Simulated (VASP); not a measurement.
# GaP (F-43m) in VASP: a series of runs

GaP is run at these levels: r2SCAN, PBE, HSE06; tasks: single point.

All numbers are computed with VASP 6.6.1; they aren't measurements. Logs are shortened: lines on timing, memory, paths and dates and some standing lists are left out, and cuts for length are marked.

**Experimental background.**

From “Stacking defects in GaP nanowires: Electronic structure and optical properties”, 2018, arxiv:1810.01194, for a bulk crystal of GaP at 10 K: band gap 2.34 eV (indirect).

How close the calculation comes is told below.

## (1) The cell of the first run

It takes space group F-43m (No. 216, cubic). Conventional cell: a = 5.451 Å, b = 5.451 Å, c = 5.451 Å, α = 90.00°, β = 90.00°, γ = 90.00°. Within 3.1 Å of Ga (site symmetry -43m) lie 4 P at 2.36 Å. Within 3.1 Å of P (site symmetry -43m) lie 4 Ga at 2.36 Å.

## (2) Single point, r2SCAN

Contents of POSCAR:

```
GaP
1.0
    0.0000000000      2.7254102062      2.7254102062
    2.7254102062      0.0000000000      2.7254102062
    2.7254102062      2.7254102062      0.0000000000
Ga P
1 1
Direct
    0.0000000000      0.0000000000      0.0000000000
    0.2500000000      0.2500000000      0.2500000000
```

Contents of INCAR.step1:

```
PREC     = Accurate       # precision mode
ENCUT    = 520            # plane-wave cutoff, eV
ISMEAR   = 0              # smearing method
SIGMA    = 0.01           # smearing width, eV
LREAL    = F              # projectors in reciprocal space
LASPH    = T              # aspherical terms in the spheres
NELM     = 100            # most SCF steps
NBANDS   = 16             # bands
GGA      = PE             # functional
ALGO     = Normal         # electronic algorithm
EDIFF    = 1E-4           # SCF threshold, eV
LWAVE    = T              # write WAVECAR
LCHARG   = F              # write CHGCAR
```

Contents of INCAR.step2:

```
PREC     = Accurate       # precision mode
ENCUT    = 520            # plane-wave cutoff, eV
EDIFF    = 1E-6           # SCF threshold, eV
ISMEAR   = 0              # smearing method
SIGMA    = 0.01           # smearing width, eV
LREAL    = F              # projectors in reciprocal space
LASPH    = T              # aspherical terms in the spheres
NELM     = 100            # most SCF steps
ALGO     = Normal         # electronic algorithm
ISIF     = 2              # what is computed and relaxed
LWAVE    = F              # write WAVECAR
LCHARG   = F              # write CHGCAR
METAGGA  = R2SCAN         # meta-GGA
LMIXTAU  = T            
NBANDS   = 16             # bands
ISTART   = 1
```

Contents of KPOINTS:

```
regular mesh
0
Gamma
  4 4 4
```

Potentials or basis: VASP PAW PBE potentials, release 64 (Ga_d, P).

Command:

```sh
cat potpaw_PBE.64/Ga_d/POTCAR potpaw_PBE.64/P/POTCAR > POTCAR
cp INCAR.step1 INCAR
mpirun -np 1 vasp_std > vasp.out
cp INCAR.step2 INCAR
mpirun -np 1 vasp_std > vasp.out
```

OUTCAR:

```text
PREC = Accurate
   ENCUT = 520
   EDIFF = 1E-6
   ISMEAR = 0
   LREAL = F
   LASPH = T
   NELM = 100
   ISIF = 2
   METAGGA = R2SCAN
   ISTART = 1

 ion  position               nearest neighbor table
   1  0.000  0.000  0.000-   2 2.36   2 2.36   2 2.36   2 2.36
   2  0.250  0.250  0.250-   1 2.36   1 2.36   1 2.36   1 2.36

  LATTYP: Found a face centered cubic cell.
 ALAT       =     5.4508204124

  Lattice vectors:

 A1 = (   0.0000000000,   2.7254102062,   2.7254102062)
 A2 = (   2.7254102062,   0.0000000000,   2.7254102062)
 A3 = (   2.7254102062,   2.7254102062,   0.0000000000)

Analysis of symmetry for initial positions (statically):
=====================================================================
 Subroutine PRICEL returns:
 Original cell was already a primitive cell.

 Routine SETGRP: Setting up the symmetry group for a
 face centered cubic supercell.

 Subroutine GETGRP returns: Found 24 space group operations
 (whereof 24 operations were pure point group operations)
 out of a pool of 48 trial point group operations.

The static configuration has the point symmetry T_d .

Analysis of symmetry for dynamics (positions and initial velocities):
=====================================================================
 Subroutine PRICEL returns:
 Original cell was already a primitive cell.

 Routine SETGRP: Setting up the symmetry group for a
 face centered cubic supercell.

 Subroutine GETGRP returns: Found 24 space group operations
 (whereof 24 operations were pure point group operations)
 out of a pool of 48 trial point group operations.

The dynamic configuration has the point symmetry T_d .

 Subroutine INISYM returns: Found 24 space group operations
 (whereof 24 operations are pure point group operations),
 and found     1 'primitive' translations

----------------------------------------------------------------------------------------

                                     Primitive cell

  volume of cell :      40.4879

  direct lattice vectors                    reciprocal lattice vectors
     0.000000000  2.725410206  2.725410206    -0.183458622  0.183458622  0.183458622
     2.725410206  0.000000000  2.725410206     0.183458622 -0.183458622  0.183458622
     2.725410206  2.725410206  0.000000000     0.183458622  0.183458622 -0.183458622

[... 62 lines left out ...]
   LSORBIT =      F    spin-orbit coupling
   LASPH  =      T    aspherical Exc in radial PAW
   ENCUT  =  520.0 eV  38.22 Ry    6.18 a.u.   7.17  7.17  7.17*2*pi/ulx,y,z
   NELM   =    100;   NELMIN=  2; NELMDL=  0     # of ELM steps
   EDIFF  = 0.1E-05   stopping-criterion for ELM
   LREAL  =      F    real-space projection
   EDIFFG = 0.1E-04   stopping-criterion for IOM
   NSW    =      0    number of steps for IOM
   IBRION =     -1    ionic relax: 0-MD 1-quasi-New 2-CG
   NFREE  =      0    steps in history (QN), initial steepest desc. (CG)
   ISIF   =      2    stress and relaxation
   ISYM   =      2    0-nonsym 1-usesym 2-fastsym
   POTIM  = 0.5000    time-step for ionic-motion
   TEBEG  =    0.0;   TEEND  =   0.0 temperature during run
   PSTRESS=    0.0 pullay stress
   NELECT =      18.0000    total number of electrons
   NUPDOWN=      -1.0000    fix difference up-down
   EMIN   =  10.00;   EMAX   =-10.00  energy-range for DOS
   EFERMI =   0.00;   METHOD = LEGACY
   ISMEAR =     0;   SIGMA  =   0.01  broadening in eV -4-tet -1-fermi 0-gaus
   EFERMI_NEDOS =   21; number of points for ismear=-14 and -15
   IALGO  =     38    algorithm
   IMIX   =      4    mixing-type and parameters
     AMIX     =   0.40;   BMIX     =  1.00
     AMIX_MAG =   1.60;   BMIX_MAG =  1.00
  volume/ion in A,a.u.               =      20.24       136.61
  Fermi-wavevector in a.u.,A,eV,Ry     =   1.249464  2.361145 21.240879  1.561161
  Thomas-Fermi vector in A             =   2.383503
   LORBIT       =      0    0 simple, 1 ext, 2 COOP (PROOUT), +10 PAW based schemes
   METAGGA = R2SCAN    functional components
   LHFCALC =     F    Hartree Fock is set to
   AEXX    =    0.0000 exact exchange contribution
   IVDW    =     0    specifies the selected vdW correction
   LEPSILON=     F    determine dielectric tensor
   LRPA    =     F    only Hartree local field effects (RPA)
 non-spin polarized calculation
 Gauss-broadening in eV      SIGMA  =   0.01
  energy-cutoff  :      520.00
  volume of cell :       40.49
 maximum number of plane-waves:      1106
 NGX is ok and might be reduce to    30
   NGX = 15   NGY = 15   NGZ = 15

 number of electron      17.9999989 magnetization

 Free energy of the ion-electron system (eV)
  ---------------------------------------------------
  ext. energy  EPLUGINS =         0.00000000
  ---------------------------------------------------
  free energy    TOTEN  =       -21.33216704 eV

  energy without entropy =      -21.33216704  energy(sigma->0) =      -21.33216704

 E-fermi :   4.5612     XC(G=0): -10.5318

 val. band max:        4.5003834448   @ k =   0.0000   0.0000   0.0000
 cond. band min:       6.3846833592   @ k =   0.5000   0.5000   0.0000
 fundamental gap:      1.8842999145
 Fermi energy:         4.5612339978

 k-point     1 :       0.0000    0.0000    0.0000
  band No.  band energies     occupation
      1     -10.5316      2.00000
      2     -10.5316      2.00000
      3     -10.5315      2.00000
      4     -10.4187      2.00000
      5     -10.4187      2.00000
      6      -8.5227      2.00000
[... 129 lines left out ...]
      3     -10.4667      2.00000
      4     -10.4352      2.00000
      5     -10.4092      2.00000
      6      -5.3228      2.00000
[... 8 lines left out ...]
     15      17.0609      0.00000
     16      19.0207      0.00000

------------------------ aborting loop because EDIFF is reached ----------------------------------------

  FORCE on cell =-STRESS in cart. coord.  units (eV):
  Direction    XX          YY          ZZ          XY          YZ          ZX
  --------------------------------------------------------------------------------------
  -------------------------------------------------------------------------------------
  Total        0.0915315      0.0915315      0.0915315     -0.0000000      0.0000000     -0.0000000
  in kB        3.6220599      3.6220599      3.6220599     -0.0000000      0.0000000     -0.0000000
  external PRESSURE =       3.6220599 kB  Pullay stress =       0.0000000 kB

 VOLUME and BASIS-vectors are now :
 -----------------------------------------------------------------------------
  energy-cutoff  :      520.00
  volume of cell :       40.49
      direct lattice vectors                 reciprocal lattice vectors
     0.000000000  2.725410206  2.725410206    -0.183458622  0.183458622  0.183458622
     2.725410206  0.000000000  2.725410206     0.183458622 -0.183458622  0.183458622
     2.725410206  2.725410206  0.000000000     0.183458622  0.183458622 -0.183458622

 POSITION                                       TOTAL-FORCE (eV/Angst)
 -----------------------------------------------------------------------------------
      0.00000      0.00000      0.00000        -0.000000      0.000000      0.000000
      1.36271      1.36271      1.36271         0.000000     -0.000000     -0.000000
 -----------------------------------------------------------------------------------
    total drift:                                0.000010      0.000010      0.000010

  FREE ENERGIE OF THE ION-ELECTRON SYSTEM (eV)
  ---------------------------------------------------
  free  energy   TOTEN  =       -21.3321670376 eV

  energy  without entropy=      -21.3321670376  energy(sigma->0) =      -21.33216704
```

OUTCAR.step1:

```text
PREC = Accurate
   ENCUT = 520
   ISMEAR = 0
   LREAL = F
   LASPH = T
[... 354 lines left out ...]
 -----------------------------------------------------------------------------------
      0.00000      0.00000      0.00000         0.000000     -0.000000      0.000000
      1.36271      1.36271      1.36271        -0.000000      0.000000     -0.000000
 -----------------------------------------------------------------------------------
    total drift:                                0.000002      0.000002      0.000002

  FREE ENERGIE OF THE ION-ELECTRON SYSTEM (eV)
  ---------------------------------------------------
  free  energy   TOTEN  =        -8.9761191754 eV

  energy  without entropy=       -8.9761191754  energy(sigma->0) =       -8.97611918
```

It took 61 s on 1 thread of AMD EPYC, shared host; peak memory 0.14 GiB.

What came out:

```yaml
Free_energy: -21.3322 eV
Pressure: 0.4 GPa
Band_gap_on_the_k_mesh: 1.88 eV, indirect (least direct gap 2.34 eV)
```

Caveat: the k points lie up to 0.50 Å⁻¹ apart; the PAW data sets were made with another functional, which shifts forces and pressure a little. A k mesh can miss the band edges.

## (3) Single point, PBE

Contents of INCAR:

```
ALGO = Normal ; EDIFF = 1E-7
ENCUT = 520 ; GGA = PE
ISIF = 2 ; ISMEAR = 0
LASPH = True ; LCHARG = False
LREAL = False ; LWAVE = False
NBANDS = 16 ; NELM = 60
PREC = Accurate ; SIGMA = 0.01
```

Contents of KPOINTS:

```
k-points
0
Gamma
  6 6 6
```

POSCAR is that of step 2.

Potentials or basis: VASP PAW PBE potentials, release 64 (Ga_d, P).

Command:

```sh
cat potpaw_PBE.64/Ga_d/POTCAR potpaw_PBE.64/P/POTCAR > POTCAR
mpirun -np 1 vasp_std > vasp.out
```

OUTCAR:

```text
EDIFF = 1E-7
   ENCUT = 520
   GGA = PE
   ISIF = 2
   ISMEAR = 0
   LASPH = True
   LREAL = False
   NELM = 60
   PREC = Accurate

 ion  position               nearest neighbor table
   1  0.000  0.000  0.000-   2 2.36   2 2.36   2 2.36   2 2.36
   2  0.250  0.250  0.250-   1 2.36   1 2.36   1 2.36   1 2.36

  LATTYP: Found a face centered cubic cell.
 ALAT       =     5.4508204124

  Lattice vectors:

 A1 = (   0.0000000000,   2.7254102062,   2.7254102062)
[... 480 lines left out ...]
------------------------ aborting loop because EDIFF is reached ----------------------------------------

  FORCE on cell =-STRESS in cart. coord.  units (eV):
  Direction    XX          YY          ZZ          XY          YZ          ZX
  --------------------------------------------------------------------------------------
  -------------------------------------------------------------------------------------
  Total        0.6297528      0.6297528      0.6297528      0.0000000      0.0000000     -0.0000000
  in kB       24.9204047     24.9204047     24.9204047      0.0000000      0.0000000     -0.0000000
  external PRESSURE =      24.9204047 kB  Pullay stress =       0.0000000 kB

 VOLUME and BASIS-vectors are now :
 -----------------------------------------------------------------------------
  energy-cutoff  :      520.00
  volume of cell :       40.49
      direct lattice vectors                 reciprocal lattice vectors
     0.000000000  2.725410206  2.725410206    -0.183458622  0.183458622  0.183458622
     2.725410206  0.000000000  2.725410206     0.183458622 -0.183458622  0.183458622
     2.725410206  2.725410206  0.000000000     0.183458622  0.183458622 -0.183458622

 POSITION                                       TOTAL-FORCE (eV/Angst)
 -----------------------------------------------------------------------------------
      0.00000      0.00000      0.00000         0.000000      0.000000      0.000000
      1.36271      1.36271      1.36271        -0.000000     -0.000000     -0.000000
 -----------------------------------------------------------------------------------
    total drift:                                0.000002      0.000002      0.000002

  FREE ENERGIE OF THE ION-ELECTRON SYSTEM (eV)
  ---------------------------------------------------
  free  energy   TOTEN  =        -9.1024787689 eV

  energy  without entropy=       -9.1024787689  energy(sigma->0) =       -9.10247877
```

OSZICAR:

```text
N       E                     dE             d eps       ncg     rms          rms(c)
DAV:   1     0.800647794026E+02    0.80065E+02   -0.89202E+03   536   0.162E+03
DAV:   2    -0.327934258491E+01   -0.83344E+02   -0.80174E+02   600   0.313E+02
DAV:   3    -0.928030989766E+01   -0.60010E+01   -0.59862E+01   648   0.643E+01
DAV:   4    -0.937371910822E+01   -0.93409E-01   -0.93395E-01   632   0.870E+00
DAV:   5    -0.937568108016E+01   -0.19620E-02   -0.19619E-02   616   0.112E+00    0.425E+00
DAV:   6    -0.912923654362E+01    0.24644E+00   -0.37852E-01   800   0.105E+01    0.282E+00
DAV:   7    -0.910155586657E+01    0.27681E-01   -0.96851E-02   640   0.209E+00    0.112E+00
DAV:   8    -0.910192077578E+01   -0.36491E-03   -0.13741E-02   616   0.142E+00    0.200E-01
DAV:   9    -0.910233353435E+01   -0.41276E-03   -0.13314E-03   608   0.506E-01    0.812E-02
DAV:  10    -0.910240646363E+01   -0.72929E-04   -0.11330E-04   784   0.119E-01    0.393E-02
DAV:  11    -0.910247880913E+01   -0.72346E-04   -0.98758E-05   552   0.828E-02    0.523E-03
DAV:  12    -0.910247843350E+01    0.37564E-06   -0.28458E-06   688   0.215E-02    0.329E-03
DAV:  13    -0.910247873563E+01   -0.30213E-06   -0.85590E-07   648   0.773E-03    0.193E-03
DAV:  14    -0.910247876894E+01   -0.33310E-07   -0.25815E-08   512   0.124E-03
   1 F= -.91024788E+01 E0= -.91024788E+01  d E =-.669497E-54
```

stdout:

```text
POSCAR found type information on POSCAR GaP
 POSCAR found :  2 types and       2 ions
 scaLAPACK will be used
 LDA part: xc-table for (Slater+PW92), standard interpolation
 POSCAR, INCAR and KPOINTS ok, starting setup
 FFT: planning ... GRIDC
 FFT: planning ... GRID_SOFT
 FFT: planning ... GRID
 WAVECAR not read
 entering main loop
```

Run time: 26 s. Hardware: 1 thread of AMD EPYC, shared host; peak memory 0.13 GiB.

Results:

- Free energy: -9.1025 eV
- Pressure: 2.5 GPa
- Band gap on the k mesh: 1.65 eV, indirect (least direct gap 1.82 eV)

Levels at points of the mesh, in eV from the valence-band top:
| k point | band 6 | band 7 | band 8 | band 9 | band 10 | band 11 | band 12 | band 13 |
| --- | --- | --- | --- | --- | --- | --- | --- | --- |
| (0.00, 0.00, 0.00) | -12.49 | 0.00 | 0.00 | 0.00 | 1.82 | 3.88 | 3.88 | 3.88 |
| (0.50, 0.00, 0.00) | -10.43 | -6.63 | -1.12 | -1.12 | 1.67 | 4.72 | 4.72 | 8.28 |
| (0.50, 0.50, 0.00) | -9.53 | -6.76 | -2.68 | -2.68 | 1.65 | 1.82 | 10.59 | 10.59 |

## (4) Single point, HSE06

POSCAR is that of step 3.

Contents of INCAR.step1:

```
PREC = Accurate ; ENCUT = 520
EDIFF = 1E-5 ; ISMEAR = 0
SIGMA = 0.01 ; LREAL = F
LASPH = T ; NELM = 80
ALGO = Normal ; ISIF = 2
LWAVE = T ; LCHARG = F
GGA = PE ; NBANDS = 16
```

Contents of INCAR.step2:

```
PREC = Accurate ; ENCUT = 520
EDIFF = 1E-6 ; ISMEAR = 0
SIGMA = 0.01 ; LREAL = F
LASPH = T ; NELM = 80
ALGO = Normal ; ISIF = 2
LWAVE = F ; LCHARG = F
GGA = PE ; LHFCALC = T
HFSCREEN = 0.2079 ; PRECFOCK = Normal
ISTART = 1 ; NBANDS = 16
```

Contents of KPOINTS:

```
Automatic mesh
0
Gamma
  4 4 4
```

Command:

```sh
cat potpaw_PBE.64/Ga_d/POTCAR potpaw_PBE.64/P/POTCAR > POTCAR
cp INCAR.step1 INCAR
mpirun -np 1 vasp_std > vasp.out
cp INCAR.step2 INCAR
mpirun -np 1 vasp_std > vasp.out
```

Run time: 13 min. Hardware: 1 thread of AMD EPYC, shared host; peak memory 0.24 GiB.

Results (log left out):

* Free energy: -10.6679 eV
* Pressure: 1.0 GPa
* Band gap on the k mesh: 2.31 eV, indirect (least direct gap 2.84 eV)

Levels at points of the mesh, in eV from the valence-band top:
```
           k point  band 7  band 8  band 9  band 10  band 11  band 12
(0.00, 0.00, 0.00)    0.00    0.00    0.00     2.84     4.78     4.78
(0.50, 0.00, 0.00)   -7.22   -1.21   -1.21     2.54     5.62     5.62
(0.50, 0.50, 0.00)   -7.32   -2.92   -2.92     2.31     2.59    12.07
```

Caveat: the k points lie up to 0.50 Å⁻¹ apart; the PAW data sets were made with another functional, which shifts forces and pressure a little. A k mesh can miss the band edges.

## (5) Summary

```csv
level,k mesh,grid for exact exchange (PRECFOCK),screening parameter,gap on the mesh (eV),pressure (GPa)
r2SCAN,4 × 4 × 4,-,-,1.88,0.4
PBE,6 × 6 × 6,-,-,1.65,2.5
HSE06,4 × 4 × 4,Normal,0.2079 1/Å,2.31,1.0
```

Alike in all rows: task single point; potentials or basis VASP PAW PBE potentials, release 64 (Ga_d, P); no spin polarisation; cell as given; cutoff (eV) 520; smearing gaussian 0.01 eV.

Caveats: some runs use coarse meshes; the PAW data sets were made with another functional, which shifts forces and pressure a little (some runs).

Total energies depend on the potentials used, so only differences within one code and one set of settings carry meaning.

## (6) Comparison with measurements

Step 3. Against the measured gap of GaP, 2.34 eV (indirect; 10 K; quoted in “Stacking defects in GaP nanowires: Electronic structure and optical properties”, 2018, arxiv:1810.01194), the calculated 1.65 eV is off by -0.69 eV. Spin-orbit coupling on Ga is left out. The value is that of PBE on a finite k mesh, which can miss the band edges, without temperature or zero-point motion. Semilocal functionals fall short of measured gaps as a rule.
